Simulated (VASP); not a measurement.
# HfN (P6_3/mmc) in VASP: further runs

The runs below take HfN through single point, with r2SCAN.

All numbers are computed with VASP 6.6.1; they aren't measurements. Logs are shortened: lines on timing, memory, paths and dates and some standing lists are left out, and cuts for length are marked.

**1. The cell of the first run**

Symmetry: P6_3/mmc, No. 194, hexagonal system. The conventional cell has a = 3.144 Å, b = 3.144 Å, c = 5.425 Å, α = 90.00°, β = 90.00°, γ = 120.00°. Hf (site symmetry -6m2) has 6 N at 2.27 Å within 3.0 Å. N (site symmetry -3m) has 6 Hf at 2.27 Å and 2 N at 2.71 Å within 3.0 Å.

**2. Single point, r2SCAN**

File POSCAR:

```
HfN
1.0
    3.1443010835      0.0000000000      0.0000000000
   -1.5721505418      2.7230446154      0.0000000000
    0.0000000000      0.0000000000      5.4252449671
Hf N
2 2
Direct
    0.6666666667      0.3333333333      0.7500000000
    0.3333333333      0.6666666667      0.2500000000
    0.0000000000      0.0000000000      0.0000000000
    0.0000000000      0.0000000000      0.5000000000
```

File INCAR.step1:

```
SYSTEM = HfN
PREC     = Accurate       ! precision mode
ENCUT    = 520            ! plane-wave cutoff, eV
ISMEAR   = 0              ! smearing method
SIGMA    = 0.1            ! smearing width, eV
LREAL    = .FALSE.        ! projectors in reciprocal space
LASPH    = .TRUE.         ! aspherical terms in the spheres
NELM     = 60             ! most SCF steps
NBANDS   = 23             ! bands
GGA      = PE             ! functional
ALGO     = Normal         ! electronic algorithm
EDIFF    = 1E-4           ! SCF threshold, eV
LWAVE    = .TRUE.         ! write WAVECAR
LCHARG   = .FALSE.        ! write CHGCAR
```

File INCAR.step2:

```
SYSTEM = HfN
PREC     = Accurate       ! precision mode
ENCUT    = 520            ! plane-wave cutoff, eV
EDIFF    = 1E-6           ! SCF threshold, eV
ISMEAR   = 0              ! smearing method
SIGMA    = 0.1            ! smearing width, eV
LREAL    = .FALSE.        ! projectors in reciprocal space
LASPH    = .TRUE.         ! aspherical terms in the spheres
NELM     = 60             ! most SCF steps
ALGO     = Normal         ! electronic algorithm
ISIF     = 2              ! what is computed and relaxed
LWAVE    = .FALSE.        ! write WAVECAR
LCHARG   = .TRUE.         ! write CHGCAR
METAGGA  = R2SCAN         ! meta-GGA
LMIXTAU  = .TRUE.       
LELF     = .TRUE.         ! ELF
LVHAR    = .TRUE.       
NBANDS   = 23             ! bands
ISTART   = 1
```

File KPOINTS:

```
regular mesh
0
G
  18 18 8
  0 0 0
```

Potentials or basis: VASP PAW PBE potentials, release 64 (Hf_pv, N).

On the command line:

```sh
cat potpaw_PBE.64/Hf_pv/POTCAR potpaw_PBE.64/N/POTCAR > POTCAR
cp INCAR.step1 INCAR
mpirun -np 1 vasp_std > vasp.out
cp INCAR.step2 INCAR
mpirun -np 1 vasp_std > vasp.out
```

OUTCAR:

```text
SYSTEM = HfN
   PREC = Accurate
   ENCUT = 520
   EDIFF = 1E-6
   ISMEAR = 0
   LREAL = .FALSE.
   LASPH = .TRUE.
   NELM = 60
   ISIF = 2
   METAGGA = R2SCAN
   ISTART = 1

 ion  position               nearest neighbor table
   1  0.667  0.333  0.750-   3 2.27   4 2.27   3 2.27   4 2.27   3 2.27   4 2.27   2 3.26   2 3.26
                             2 3.26   2 3.26   2 3.26   2 3.26
   2  0.333  0.667  0.250-   3 2.27   4 2.27   3 2.27   4 2.27   3 2.27   4 2.27   1 3.26   1 3.26
                             1 3.26   1 3.26   1 3.26   1 3.26
   3  0.000  0.000  0.000-   1 2.27   2 2.27   2 2.27   1 2.27   1 2.27   2 2.27
   4  0.000  0.000  0.500-   1 2.27   2 2.27   2 2.27   1 2.27   1 2.27   2 2.27

  LATTYP: Found a hexagonal cell.
 ALAT       =     3.1443010835
 C/A-ratio  =     1.7254215875

  Lattice vectors:

 A1 = (   3.1443010835,   0.0000000000,   0.0000000000)
 A2 = (  -1.5721505418,   2.7230446154,   0.0000000000)
 A3 = (   0.0000000000,   0.0000000000,   5.4252449671)

Analysis of symmetry for initial positions (statically):
=====================================================================
 Subroutine PRICEL returns:
 Original cell was already a primitive cell.

 Routine SETGRP: Setting up the symmetry group for a
 hexagonal supercell.

 Subroutine GETGRP returns: Found 24 space group operations
 (whereof 12 operations were pure point group operations)
 out of a pool of 24 trial point group operations.

The static configuration has the point symmetry D_3d.
 The point group associated with its full space group is D_6h.

Analysis of symmetry for dynamics (positions and initial velocities):
=====================================================================
 Subroutine PRICEL returns:
 Original cell was already a primitive cell.

 Routine SETGRP: Setting up the symmetry group for a
 hexagonal supercell.

 Subroutine GETGRP returns: Found 24 space group operations
 (whereof 12 operations were pure point group operations)
 out of a pool of 24 trial point group operations.

The dynamic configuration has the point symmetry D_3d.
 The point group associated with its full space group is D_6h.

 Subroutine INISYM returns: Found 24 space group operations
 (whereof 12 operations are pure point group operations),
 and found     1 'primitive' translations

[... 82 lines left out ...]
   total plane-waves  NPLWV =  23040
   dimension x,y,z NGX =    24 NGY =   24 NGZ =   40
   dimension x,y,z NGXF=    48 NGYF=   48 NGZF=   80
   ions per type =               2   2
   NGX,Y,Z   is equivalent  to a cutoff of  12.69, 12.69, 12.26 a.u.
   NGXF,Y,Z  is equivalent  to a cutoff of  25.38, 25.38, 24.51 a.u.
 SYSTEM =  HfN
   PREC   = accura    normal or accurate (medium, high low for compatibility)
   ISTART =      1    job   : 0-new  1-cont  2-samecut
   ICHARG =      0    charge: 1-file 2-atom 10-const
   ISPIN  =      1    spin polarized calculation?
   LNONCOLLINEAR =      F non collinear calculations
   LSORBIT =      F    spin-orbit coupling
   LASPH  =      T    aspherical Exc in radial PAW
   ENCUT  =  520.0 eV  38.22 Ry    6.18 a.u.   5.85  5.85 10.09*2*pi/ulx,y,z
   NELM   =     60;   NELMIN=  2; NELMDL=  0     # of ELM steps
   EDIFF  = 0.1E-05   stopping-criterion for ELM
   LREAL  =      F    real-space projection
[... 7 lines left out ...]
   TEBEG  =    0.0;   TEEND  =   0.0 temperature during run
   PSTRESS=    0.0 pullay stress
   NELECT =      30.0000    total number of electrons
   NUPDOWN=      -1.0000    fix difference up-down
   EMIN   =  10.00;   EMAX   =-10.00  energy-range for DOS
   EFERMI =   0.00;   METHOD = LEGACY
   ISMEAR =     0;   SIGMA  =   0.10  broadening in eV -4-tet -1-fermi 0-gaus
   EFERMI_NEDOS =   21; number of points for ismear=-14 and -15
   IALGO  =     38    algorithm
   IMIX   =      4    mixing-type and parameters
     AMIX     =   0.40;   BMIX     =  1.00
     AMIX_MAG =   1.60;   BMIX_MAG =  1.00
  volume/ion in A,a.u.               =      11.61        78.37
  Fermi-wavevector in a.u.,A,eV,Ry     =   1.415085  2.674123 27.245195  2.002465
  Thomas-Fermi vector in A             =   2.536560
   LORBIT       =      0    0 simple, 1 ext, 2 COOP (PROOUT), +10 PAW based schemes
   METAGGA = R2SCAN    functional components
   LHFCALC =     F    Hartree Fock is set to
   AEXX    =    0.0000 exact exchange contribution
   IVDW    =     0    specifies the selected vdW correction
   LEPSILON=     F    determine dielectric tensor
   LRPA    =     F    only Hartree local field effects (RPA)
 non-spin polarized calculation
 Gauss-broadening in eV      SIGMA  =   0.10
  energy-cutoff  :      520.00
  volume of cell :       46.45
 maximum number of plane-waves:      1275
 NGX is ok and might be reduce to    24
   NGX = 11   NGY = 11   NGZ = 21

 number of electron      30.0000002 magnetization

 Free energy of the ion-electron system (eV)
  ---------------------------------------------------
  ext. energy  EPLUGINS =         0.00000000
  ---------------------------------------------------
  free energy    TOTEN  =      -116.40837346 eV

  energy without entropy =     -116.40594097  energy(sigma->0) =     -116.40715722

 E-fermi :   7.8856     XC(G=0): -13.5623

 val. band max:        7.8407989654   @ k =   0.3889   0.1667   0.5000
 cond. band min:       7.8883151739   @ k =   0.2222   0.0000   0.5000
 fundamental gap:      0.0475162085
 Fermi energy:         7.8856111747

 k-point     1 :       0.0000    0.0000    0.0000
  band No.  band energies     occupation
      1     -25.1301      2.00000
      2     -24.2894      2.00000
      3     -24.1771      2.00000
      4     -24.1771      2.00000
      5     -24.1214      2.00000
      6     -24.1214      2.00000
[... 613 lines left out ...]
     22      14.3338      0.00000
     23      15.4350      0.00000

 [... further k-points ...]
[... 5 lines left out ...]
  --------------------------------------------------------------------------------------
  -------------------------------------------------------------------------------------
  Total       -0.7673785     -0.7673785     -0.7290182      0.0000000     -0.0000000      0.0000000
  in kB      -26.4680516    -26.4680516    -25.1449463      0.0000000     -0.0000000      0.0000000
  external PRESSURE =     -26.0270165 kB  Pullay stress =       0.0000000 kB

 VOLUME and BASIS-vectors are now :
 -----------------------------------------------------------------------------
  energy-cutoff  :      520.00
  volume of cell :       46.45
      direct lattice vectors                 reciprocal lattice vectors
     3.144301083  0.000000000  0.000000000     0.318035701  0.183617998  0.000000000
    -1.572150542  2.723044615  0.000000000     0.000000000  0.367235995  0.000000000
     0.000000000  0.000000000  5.425244967     0.000000000  0.000000000  0.184323474

 POSITION                                       TOTAL-FORCE (eV/Angst)
 -----------------------------------------------------------------------------------
      1.57215      0.90768      4.06893        -0.000000     -0.000000      0.000000
     -0.00000      1.81536      1.35631         0.000000      0.000000      0.000000
      0.00000      0.00000      0.00000        -0.000000     -0.000000      0.000000
      0.00000      0.00000      2.71262        -0.000000     -0.000000      0.000000
 -----------------------------------------------------------------------------------
    total drift:                               -0.000000      0.000000     -0.000000

  FREE ENERGIE OF THE ION-ELECTRON SYSTEM (eV)
  ---------------------------------------------------
  free  energy   TOTEN  =      -116.4083734551 eV

  energy  without entropy=     -116.4059409750  energy(sigma->0) =     -116.40715722
```

OUTCAR.step1:

```text
SYSTEM = HfN
   PREC = Accurate
   ENCUT = 520
   ISMEAR = 0
   LREAL = .FALSE.
   LASPH = .TRUE.
   NELM = 60
[... 857 lines left out ...]
     -0.00000      1.81536      1.35631        -0.000000      0.000000      0.000000
      0.00000      0.00000      0.00000         0.000000      0.000000      0.000000
      0.00000      0.00000      2.71262        -0.000000      0.000000      0.000000
 -----------------------------------------------------------------------------------
    total drift:                               -0.000000      0.000000     -0.000000

  FREE ENERGIE OF THE ION-ELECTRON SYSTEM (eV)
  ---------------------------------------------------
  free  energy   TOTEN  =       -43.4104156417 eV

  energy  without entropy=      -43.4076632309  energy(sigma->0) =      -43.40903944
```

It took 12 min on 1 thread of Intel Xeon 8259CL, shared host; peak memory 0.3 GiB.

Results:

```
Free energy            : -116.4084 eV
Pressure               : -2.6 GPa
Band gap on the k mesh : zero (bands 15 and 16 overlap by 2.44 eV)
```

Stress tensor (GPa, compression positive):
```
-2.65  0.00  0.00
 0.00 -2.65  0.00
 0.00  0.00 -2.51
```

Levels at points of the mesh, in eV from the Fermi level:
| k point | band 13 | band 14 | band 15 | band 16 | band 17 | band 18 |
| --- | --- | --- | --- | --- | --- | --- |
| (0.00, 0.00, 0.00) | -3.88 | -1.98 | -0.42 | 0.87 | 0.87 | 1.14 |
| (0.50, 0.00, 0.00) | -3.58 | -2.86 | -2.69 | 2.47 | 2.91 | 4.61 |
| (0.00, 0.00, 0.50) | -4.66 | -4.66 | 1.98 | 1.98 | 3.06 | 3.06 |
| (0.50, 0.00, 0.50) | -4.77 | -4.77 | -0.33 | -0.33 | 4.89 | 4.89 |

Caveat: the PAW data sets were made with another functional, which shifts forces and pressure a little; spin-orbit coupling is left out, which moves the levels of the heavy elements.

**3. Single point, r2SCAN**

POSCAR, as its differences from that of step 2:

```diff
@@ -4,3 +4,3 @@
    -1.5721505418      2.7230446154      0.0000000000
-    0.0000000000      0.0000000000      5.4252449671
+    0.0000000000      0.0000000000      5.4252449658
 Hf N
```

File INCAR.step1:

```
PREC = Accurate ; ENCUT = 520
ISMEAR = 0 ; SIGMA = 0.15
LREAL = F ; LASPH = T
NELM = 100 ; NBANDS = 23
GGA = PE ; ALGO = Normal
EDIFF = 1E-4 ; LWAVE = T
LCHARG = F
```

File INCAR.step2:

```
PREC = Accurate ; ENCUT = 520
EDIFF = 1E-6 ; ISMEAR = 0
SIGMA = 0.15 ; LREAL = F
LASPH = T ; NELM = 100
ALGO = Normal ; ISIF = 2
LWAVE = F ; LCHARG = F
METAGGA = R2SCAN ; LMIXTAU = T
NBANDS = 23 ; ISTART = 1
```

File KPOINTS:

```
regular mesh
0
Gamma
  18 18 10
```

Potentials or basis: VASP PAW PBE potentials, release 64 (Hf_pv, N).

On the command line:

```sh
cat potpaw_PBE.64/Hf_pv/POTCAR potpaw_PBE.64/N/POTCAR > POTCAR
cp INCAR.step1 INCAR
mpirun -np 1 vasp_std > vasp.out
cp INCAR.step2 INCAR
mpirun -np 1 vasp_std > vasp.out
```

Run time: 13 min. Hardware: 1 thread of Oxide Virtual Turin-like, shared host; peak memory 0.29 GiB.

Results (log left out):

* Free energy: -116.4067 eV
* Pressure: -2.6 GPa
* Band gap on the k mesh: zero (bands 15 and 16 overlap by 2.44 eV)

Stress tensor (GPa, compression positive):
```
-2.68  0.00  0.00
 0.00 -2.68  0.00
 0.00  0.00 -2.41
```

Levels at points of the mesh, in eV from the Fermi level:
```csv
k point,band 12,band 13,band 14,band 15,band 16,band 17,band 18,band 19
"(0.00, 0.00, 0.00)",-3.89,-3.89,-1.98,-0.43,0.87,0.87,1.14,2.03
"(0.50, 0.00, 0.00)",-5.77,-3.59,-2.86,-2.70,2.46,2.90,4.60,4.77
"(0.00, 0.00, 0.50)",-4.66,-4.66,-4.66,1.97,1.97,3.05,3.05,3.05
"(0.50, 0.00, 0.50)",-5.71,-4.78,-4.78,-0.34,-0.34,4.88,4.88,4.94
```

Caveat: the PAW data sets were made with another functional, which shifts forces and pressure a little; spin-orbit coupling is left out, which moves the levels of the heavy elements.

**4. Single point, r2SCAN**

POSCAR is that of step 3.

File INCAR.step1:

```
SYSTEM = HfN
PREC = Accurate ; ENCUT = 520
ISMEAR = 0 ; SIGMA = 0.15
LREAL = .FALSE. ; LASPH = .TRUE.
NELM = 60 ; NBANDS = 23
GGA = PE ; ALGO = Normal
EDIFF = 1E-4 ; LWAVE = .TRUE.
LCHARG = .FALSE.
```

File INCAR.step2:

```
SYSTEM = HfN
PREC = Accurate ; ENCUT = 520
EDIFF = 1E-6 ; ISMEAR = 0
SIGMA = 0.15 ; LREAL = .FALSE.
LASPH = .TRUE. ; NELM = 60
ALGO = Normal ; ISIF = 2
LWAVE = .FALSE. ; LCHARG = .FALSE.
METAGGA = R2SCAN ; LMIXTAU = .TRUE.
NBANDS = 23 ; ISTART = 1
```

File KPOINTS:

```
Automatic mesh
0
G
  18 18 10
  0 0 0
```

Potentials or basis: VASP PAW PBE potentials, release 64 (Hf_pv, N).

On the command line:

```sh
cat potpaw_PBE.64/Hf_pv/POTCAR potpaw_PBE.64/N/POTCAR > POTCAR
cp INCAR.step1 INCAR
mpirun -np 1 vasp_std > vasp.out
cp INCAR.step2 INCAR
mpirun -np 1 vasp_std > vasp.out
```

OUTCAR:

```text
SYSTEM = HfN
   PREC = Accurate
   ENCUT = 520
   EDIFF = 1E-6
   ISMEAR = 0
   LREAL = .FALSE.
   LASPH = .TRUE.
   NELM = 60
   ISIF = 2
   METAGGA = R2SCAN
   ISTART = 1

 ion  position               nearest neighbor table
   1  0.667  0.333  0.750-   3 2.27   4 2.27   3 2.27   4 2.27   3 2.27   4 2.27   2 3.26   2 3.26
                             2 3.26   2 3.26   2 3.26   2 3.26
   2  0.333  0.667  0.250-   3 2.27   4 2.27   3 2.27   4 2.27   3 2.27   4 2.27   1 3.26   1 3.26
                             1 3.26   1 3.26   1 3.26   1 3.26
   3  0.000  0.000  0.000-   1 2.27   2 2.27   2 2.27   1 2.27   1 2.27   2 2.27
   4  0.000  0.000  0.500-   1 2.27   2 2.27   2 2.27   1 2.27   1 2.27   2 2.27

  LATTYP: Found a hexagonal cell.
 ALAT       =     3.1443010835
 C/A-ratio  =     1.7254215871

  Lattice vectors:

 A1 = (   3.1443010835,   0.0000000000,   0.0000000000)
 A2 = (  -1.5721505418,   2.7230446154,   0.0000000000)
 A3 = (   0.0000000000,   0.0000000000,   5.4252449658)

Analysis of symmetry for initial positions (statically):
=====================================================================
 Subroutine PRICEL returns:
 Original cell was already a primitive cell.
[... 172 lines left out ...]
  ---------------------------------------------------
  free energy    TOTEN  =      -116.40666979 eV

  energy without entropy =     -116.39808247  energy(sigma->0) =     -116.40237613

 E-fermi :   7.8936     XC(G=0): -13.5620

 val. band max:        7.8885771768   @ k =   0.2222   0.0000   0.5000
 cond. band min:       7.9035564623   @ k =   0.0556   0.0000   0.1000
 fundamental gap:      0.0149792855
 Fermi energy:         7.8936414316

 k-point     1 :       0.0000    0.0000    0.0000
  band No.  band energies     occupation
      1     -25.1290      2.00000
      2     -24.2882      2.00000
      3     -24.1763      2.00000
      4     -24.1763      2.00000
      5     -24.1206      2.00000
      6     -24.1206      2.00000
[... 613 lines left out ...]
     22      14.3341      0.00000
     23      15.4355      0.00000

 [... further k-points ...]
[... 5 lines left out ...]
  --------------------------------------------------------------------------------------
  -------------------------------------------------------------------------------------
  Total       -0.7774487     -0.7774487     -0.6978390      0.0000000      0.0000000      0.0000000
  in kB      -26.8153870    -26.8153870    -24.0695277      0.0000000      0.0000000      0.0000000
  external PRESSURE =     -25.9001006 kB  Pullay stress =       0.0000000 kB

 VOLUME and BASIS-vectors are now :
 -----------------------------------------------------------------------------
  energy-cutoff  :      520.00
  volume of cell :       46.45
      direct lattice vectors                 reciprocal lattice vectors
     3.144301083  0.000000000  0.000000000     0.318035701  0.183617998  0.000000000
    -1.572150542  2.723044615  0.000000000     0.000000000  0.367235995  0.000000000
     0.000000000  0.000000000  5.425244966     0.000000000  0.000000000  0.184323474

 POSITION                                       TOTAL-FORCE (eV/Angst)
 -----------------------------------------------------------------------------------
      1.57215      0.90768      4.06893         0.000000      0.000000      0.000000
     -0.00000      1.81536      1.35631         0.000000     -0.000000      0.000000
      0.00000      0.00000      0.00000        -0.000000      0.000000      0.000000
      0.00000      0.00000      2.71262        -0.000000      0.000000      0.000000
 -----------------------------------------------------------------------------------
    total drift:                               -0.000000      0.000000     -0.000000

  FREE ENERGIE OF THE ION-ELECTRON SYSTEM (eV)
  ---------------------------------------------------
  free  energy   TOTEN  =      -116.4066697859 eV

  energy  without entropy=     -116.3980824672  energy(sigma->0) =     -116.40237613
```

Wall time 16 min (1 thread of Oxide Virtual Turin-like, shared host); peak memory 0.29 GiB.

Results:

| Quantity | Value |
| --- | --- |
| Free energy | -116.4067 eV |
| Pressure | -2.6 GPa |
| Band gap on the k mesh | zero (bands 15 and 16 overlap by 2.44 eV) |

Caveat: the PAW data sets were made with another functional, which shifts forces and pressure a little; spin-orbit coupling is left out, which moves the levels of the heavy elements.

The gap in the log of VASP goes by the Fermi energy; the results here count the filled bands.